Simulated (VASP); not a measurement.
# TeF3 (P4/mmm) in VASP: further runs

The runs below take TeF3 through single point, relaxation of cell and atoms, with PBE.

Program: VASP 6.6.1. These are calculated values, not measurements. Logs are shortened: lines on timing, memory, paths and dates and some standing lists are left out, and cuts for length are marked.

## 1. The cell of the first run

The structure is tetragonal, space group P4/mmm (No. 123). Conventional cell: a = 3.621 Å, b = 3.621 Å, c = 6.992 Å, α = 90.00°, β = 90.00°, γ = 90.00°. Te (site symmetry 4/mmm) has 6 F at 1.97 to 2.56 Å within 2.6 Å. Within 2.6 Å of F (site symmetry 4mm) lie 1 Te at 1.97 Å. Within 3.4 Å of F (site symmetry 4/mmm) lie 4 Te at 2.56 Å and 8 F at 3.23 Å.

The cell was generated, and may not be a known phase.

## 2. Single point, PBE

INCAR reads:

```
PREC = Accurate
ENCUT = 520
EDIFF = 1E-7
ISMEAR = 0
SIGMA = 0.1
LREAL = F
LASPH = T
NELM = 100
ALGO = Normal
ISIF = 2
LWAVE = F
LCHARG = F
GGA = PE
NBANDS = 22
```

KPOINTS reads:

```
regular mesh
0
Gamma
  6 6 4
```

POSCAR reads:

```
TeF3
1.0
    3.6206460012      0.0000000000      0.0000000000
    0.0000000000      3.6206460012      0.0000000000
    0.0000000000      0.0000000000      6.9918303529
Te F
1 3
Direct
    0.0000000000      0.0000000000      0.0000000000
    0.0000000000      0.0000000000      0.2817216296
    0.0000000000      0.0000000000      0.7182783704
    0.5000000000      0.5000000000      0.0000000000
```

Potentials or basis: VASP PAW PBE potentials, release 64 (Te, F).

Run with:

```
> cat potpaw_PBE.64/Te/POTCAR potpaw_PBE.64/F/POTCAR > POTCAR
> mpirun -np 1 vasp_std > vasp.out
```

OUTCAR:

```text
PREC = Accurate
   ENCUT = 520
   EDIFF = 1E-7
   ISMEAR = 0
   LREAL = F
   LASPH = T
   NELM = 100
   ISIF = 2
   GGA = PE

 ion  position               nearest neighbor table
   1  0.000  0.000  0.000-   2 1.97   3 1.97   4 2.56   4 2.56   4 2.56   4 2.56
   2  0.000  0.000  0.282-   1 1.97
   3  0.000  0.000  0.718-   1 1.97
   4  0.500  0.500  0.000-   1 2.56   1 2.56   1 2.56   1 2.56

  LATTYP: Found a simple tetragonal cell.
 ALAT       =     3.6206460012
 C/A-ratio  =     1.9311002375

  Lattice vectors:

 A1 = (   3.6206460012,   0.0000000000,   0.0000000000)
 A2 = (   0.0000000000,   3.6206460012,   0.0000000000)
 A3 = (   0.0000000000,   0.0000000000,   6.9918303529)

Analysis of symmetry for initial positions (statically):
=====================================================================
 Subroutine PRICEL returns:
 Original cell was already a primitive cell.

 Routine SETGRP: Setting up the symmetry group for a
 simple tetragonal supercell.

 Subroutine GETGRP returns: Found 16 space group operations
 (whereof 16 operations were pure point group operations)
 out of a pool of 16 trial point group operations.

The static configuration has the point symmetry D_4h.

Analysis of symmetry for dynamics (positions and initial velocities):
=====================================================================
 Subroutine PRICEL returns:
 Original cell was already a primitive cell.

 Routine SETGRP: Setting up the symmetry group for a
 simple tetragonal supercell.

 Subroutine GETGRP returns: Found 16 space group operations
 (whereof 16 operations were pure point group operations)
 out of a pool of 16 trial point group operations.

The dynamic configuration has the point symmetry D_4h.

 Subroutine INISYM returns: Found 16 space group operations
 (whereof 16 operations are pure point group operations),
 and found     1 'primitive' translations

----------------------------------------------------------------------------------------

                                     Primitive cell

  volume of cell :      91.6564

  direct lattice vectors                    reciprocal lattice vectors
     3.620646001  0.000000000  0.000000000     0.276193806  0.000000000  0.000000000
     0.000000000  3.620646001  0.000000000     0.000000000  0.276193806  0.000000000
     0.000000000  0.000000000  6.991830353     0.000000000  0.000000000  0.143024065

  length of vectors
     3.620646001  3.620646001  6.991830353     0.276193806  0.276193806  0.143024065

  position of ions in fractional coordinates (direct lattice)
     0.000000000  0.000000000  0.000000000
     0.000000000  0.000000000  0.281721630
     0.000000000  0.000000000  0.718278370
     0.500000000  0.500000000  0.000000000

  ion indices of the primitive-cell ions
   primitive index   ion index
                 1           1
                 2           2
                 3           3
                 4           4

----------------------------------------------------------------------------------------

 KPOINTS: regular mesh

Automatic generation of k-mesh.
 Grid dimensions read from file:
 generate k-points for:    6    6    4

 Generating k-lattice:

  Cartesian coordinates                     Fractional coordinates (reciprocal lattice)
     0.046032301  0.000000000  0.000000000     0.166666667  0.000000000  0.000000000
     0.000000000  0.046032301  0.000000000     0.000000000  0.166666667  0.000000000
     0.000000000  0.000000000  0.035756016     0.000000000  0.000000000  0.250000000

  Length of vectors
     0.046032301  0.046032301  0.035756016

  Shift w.r.t. Gamma in fractional coordinates (k-lattice)
     0.000000000  0.000000000  0.000000000

 Subroutine IBZKPT returns following result:
 ===========================================

 Found     30 irreducible k-points:

 Following reciprocal coordinates:
            Coordinates               Weight
  0.000000  0.000000  0.000000      1.000000
  0.166667  0.000000  0.000000      4.000000
  0.333333  0.000000  0.000000      4.000000
  0.500000  0.000000  0.000000      2.000000
  0.166667  0.166667  0.000000      4.000000
  0.333333  0.166667  0.000000      8.000000
[... 16 lines left out ...]
  0.333333  0.000000  0.500000      4.000000
  0.500000  0.000000  0.500000      2.000000
 [... further k-points ...]
   k-points           NKPTS =     30   k-points in BZ     NKDIM =     30   number of bands    NBANDS=     22
   number of dos      NEDOS =    301   number of ions     NIONS =      4
   total plane-waves  NPLWV =  42336
   dimension x,y,z NGX =    28 NGY =   28 NGZ =   54
   dimension x,y,z NGXF=    56 NGYF=   56 NGZF=  108
   ions per type =               1   3
   NGX,Y,Z   is equivalent  to a cutoff of  12.86, 12.86, 12.84 a.u.
   NGXF,Y,Z  is equivalent  to a cutoff of  25.71, 25.71, 25.68 a.u.
 SYSTEM =  unknown system
   PREC   = accura    normal or accurate (medium, high low for compatibility)
   ISTART =      0    job   : 0-new  1-cont  2-samecut
   ICHARG =      2    charge: 1-file 2-atom 10-const
   ISPIN  =      1    spin polarized calculation?
   LNONCOLLINEAR =      F non collinear calculations
   LSORBIT =      F    spin-orbit coupling
   LASPH  =      T    aspherical Exc in radial PAW
   ENCUT  =  520.0 eV  38.22 Ry    6.18 a.u.   6.73  6.73 13.00*2*pi/ulx,y,z
   NELM   =    100;   NELMIN=  2; NELMDL= -5     # of ELM steps
   EDIFF  = 0.1E-06   stopping-criterion for ELM
   LREAL  =      F    real-space projection
   EDIFFG = 0.1E-05   stopping-criterion for IOM
   NSW    =      0    number of steps for IOM
   IBRION =     -1    ionic relax: 0-MD 1-quasi-New 2-CG
   NFREE  =      0    steps in history (QN), initial steepest desc. (CG)
   ISIF   =      2    stress and relaxation
   ISYM   =      2    0-nonsym 1-usesym 2-fastsym
   POTIM  = 0.5000    time-step for ionic-motion
   TEBEG  =    0.0;   TEEND  =   0.0 temperature during run
   PSTRESS=    0.0 pullay stress
   NELECT =      27.0000    total number of electrons
   NUPDOWN=      -1.0000    fix difference up-down
   EMIN   =  10.00;   EMAX   =-10.00  energy-range for DOS
   EFERMI =   0.00;   METHOD = LEGACY
   ISMEAR =     0;   SIGMA  =   0.10  broadening in eV -4-tet -1-fermi 0-gaus
   EFERMI_NEDOS =   21; number of points for ismear=-14 and -15
   IALGO  =     38    algorithm
   IMIX   =      4    mixing-type and parameters
     AMIX     =   0.40;   BMIX     =  1.00
     AMIX_MAG =   1.60;   BMIX_MAG =  1.00
  volume/ion in A,a.u.               =      22.91       154.63
  Fermi-wavevector in a.u.,A,eV,Ry     =   1.089286  2.058451 16.143898  1.186543
  Thomas-Fermi vector in A             =   2.225486
   LORBIT       =      0    0 simple, 1 ext, 2 COOP (PROOUT), +10 PAW based schemes
   GGA     = PE    functional components
   LHFCALC =     F    Hartree Fock is set to
   AEXX    =    0.0000 exact exchange contribution
   IVDW    =     0    specifies the selected vdW correction
   LEPSILON=     F    determine dielectric tensor
   LRPA    =     F    only Hartree local field effects (RPA)
 non-spin polarized calculation
 Gauss-broadening in eV      SIGMA  =   0.10
  energy-cutoff  :      520.00
  volume of cell :       91.66
 maximum number of plane-waves:      2492
 NGX is ok and might be reduce to    28
   NGX = 13   NGY = 13   NGZ = 27

 number of electron      27.0000013 magnetization

 Free energy of the ion-electron system (eV)
  ---------------------------------------------------
  ext. energy  EPLUGINS =         0.00000000
  ---------------------------------------------------
  free energy    TOTEN  =       -14.47727668 eV

  energy without entropy =      -14.47675024  energy(sigma->0) =      -14.47701346

 E-fermi :  -0.6288     XC(G=0):  -7.2732

 val. band max:       -0.8130416500   @ k =   0.3333   0.1667   0.5000
 cond. band min:      -0.4587596984   @ k =   0.3333   0.3333   0.0000
 fundamental gap:      0.3542819516
 Fermi energy:        -0.6288447974

 k-point     1 :       0.0000    0.0000    0.0000
  band No.  band energies     occupation
      1     -24.1215      2.00000
      2     -23.0772      2.00000
      3     -23.0712      2.00000
      4     -11.8578      2.00000
      5      -6.4558      2.00000
      6      -6.3926      2.00000
[... 14 lines left out ...]
     21      12.3623      0.00000
     22      12.5245      0.00000

 k-point     2 :       0.1667    0.0000    0.0000
  band No.  band energies     occupation
      1     -24.0841      2.00000
      2     -23.0849      2.00000
      3     -23.0716      2.00000
      4     -11.9482      2.00000
      5      -6.3920      2.00000
      6      -6.2502      2.00000
[... 14 lines left out ...]
     21      11.1892      0.00000
     22      12.7026      0.00000

 k-point     3 :       0.3333    0.0000    0.0000
  band No.  band energies     occupation
      1     -24.0043      2.00000
      2     -23.1173      2.00000
      3     -23.0605      2.00000
      4     -12.1270      2.00000
      5      -6.2449      2.00000
      6      -5.9122      2.00000
[... 14 lines left out ...]
     21      11.6115      0.00000
     22      12.9192      0.00000

 k-point     4 :       0.5000    0.0000    0.0000
  band No.  band energies     occupation
      1     -23.9609      2.00000
      2     -23.1368      2.00000
      3     -23.0549      2.00000
      4     -12.2155      2.00000
      5      -6.1556      2.00000
      6      -5.7044      2.00000
[... 14 lines left out ...]
     21      12.2151      0.00000
     22      12.9435      0.00000

 k-point     5 :       0.1667    0.1667    0.0000
  band No.  band energies     occupation
      1     -24.0511      2.00000
      2     -23.0941      2.00000
      3     -23.0664      2.00000
      4     -11.9591      2.00000
      5      -6.7463      2.00000
      6      -6.3355      2.00000
[... 14 lines left out ...]
     21      11.2348      0.00000
     22      12.7130      0.00000

 k-point     6 :       0.3333    0.1667    0.0000
  band No.  band energies     occupation
      1     -23.9808      2.00000
      2     -23.1156      2.00000
      3     -23.0553      2.00000
      4     -11.9962      2.00000
      5      -6.8107      2.00000
      6      -6.2086      2.00000
[... 14 lines left out ...]
     21      11.2906      0.00000
     22      12.3689      0.00000

 k-point     7 :       0.5000    0.1667    0.0000
  band No.  band energies     occupation
      1     -23.9433      2.00000
      2     -23.1283      2.00000
      3     -23.0500      2.00000
      4     -12.0227      2.00000
      5      -6.5655      2.00000
      6      -6.1348      2.00000
[... 324 lines left out ...]
      6      -7.7325      2.00000
[... 14 lines left out ...]
     21      11.8873      0.00000
     22      11.8873      0.00000

 k-point    21 :       0.0000    0.0000    0.5000
  band No.  band energies     occupation
      1     -24.1196      2.00000
      2     -23.1072      2.00000
      3     -23.0434      2.00000
      4     -11.8210      2.00000
      5      -6.6666      2.00000
      6      -6.3912      2.00000
[... 14 lines left out ...]
     21      12.5133      0.00000
     22      12.5133      0.00000

 k-point    22 :       0.1667    0.0000    0.5000
  band No.  band energies     occupation
      1     -24.0827      2.00000
      2     -23.1019      2.00000
      3     -23.0570      2.00000
      4     -11.9132      2.00000
      5      -6.6085      2.00000
      6      -6.2475      2.00000
[... 14 lines left out ...]
     21      12.5479      0.00000
     22      12.6873      0.00000

 k-point    23 :       0.3333    0.0000    0.5000
  band No.  band energies     occupation
      1     -24.0036      2.00000
      2     -23.0903      2.00000
      3     -23.0892      2.00000
      4     -12.0954      2.00000
      5      -6.4797      2.00000
      6      -5.9114      2.00000
[... 14 lines left out ...]
     21      11.9611      0.00000
     22      12.9916      0.00000

 k-point    24 :       0.5000    0.0000    0.5000
  band No.  band energies     occupation
      1     -23.9608      2.00000
      2     -23.1079      2.00000
      3     -23.0845      2.00000
      4     -12.1853      2.00000
      5      -6.4065      2.00000
      6      -5.7044      2.00000
[... 14 lines left out ...]
     21      10.6581      0.00000
     22      12.9818      0.00000

 [... further k-points ...]

------------------------ aborting loop because EDIFF is reached ----------------------------------------

  FORCE on cell =-STRESS in cart. coord.  units (eV):
  Direction    XX          YY          ZZ          XY          YZ          ZX
  --------------------------------------------------------------------------------------
  -------------------------------------------------------------------------------------
  Total       -0.1743768     -0.1743768     -0.0168542      0.0000000      0.0000000      0.0000000
  in kB       -3.0481496     -3.0481496     -0.2946151      0.0000000      0.0000000      0.0000000
  external PRESSURE =      -2.1303048 kB  Pullay stress =       0.0000000 kB

 VOLUME and BASIS-vectors are now :
 -----------------------------------------------------------------------------
  energy-cutoff  :      520.00
  volume of cell :       91.66
      direct lattice vectors                 reciprocal lattice vectors
     3.620646001  0.000000000  0.000000000     0.276193806  0.000000000  0.000000000
     0.000000000  3.620646001  0.000000000     0.000000000  0.276193806  0.000000000
     0.000000000  0.000000000  6.991830353     0.000000000  0.000000000  0.143024065

 POSITION                                       TOTAL-FORCE (eV/Angst)
 -----------------------------------------------------------------------------------
      0.00000      0.00000      0.00000         0.000000      0.000000      0.000000
      0.00000      0.00000      1.96975        -0.000000      0.000000     -0.001212
      0.00000      0.00000      5.02208         0.000000     -0.000000      0.001212
      1.81032      1.81032      0.00000         0.000000      0.000000      0.000000
 -----------------------------------------------------------------------------------
    total drift:                                0.000000      0.000000      0.000000

  FREE ENERGIE OF THE ION-ELECTRON SYSTEM (eV)
  ---------------------------------------------------
  free  energy   TOTEN  =       -14.4772766820 eV

  energy  without entropy=      -14.4767502373  energy(sigma->0) =      -14.47701346
```

Wall time 50 s (1 thread of Intel Xeon 6975P-C (Granite Rapids), shared host); peak memory 0.21 GiB.

What came out:

| Quantity | Value |
| --- | --- |
| Free energy | -14.4773 eV |
| Pressure | -0.2 GPa |
| Band gap on the k mesh | zero (an odd number of electrons rules out a gap without spin polarisation) |

Caveat: spin-orbit coupling is left out, which moves the levels of the heavy elements; this functional lacks dispersion, which binds layers or chains, so the pressure and a relaxed spacing across them are unreliable; an odd number of electrons without spin polarisation forces a metal; a magnetic or distorted state may lie lower.

(Part 1 of 2 ends here.)

The gap in the log of VASP goes by the Fermi energy; the results here count the filled bands.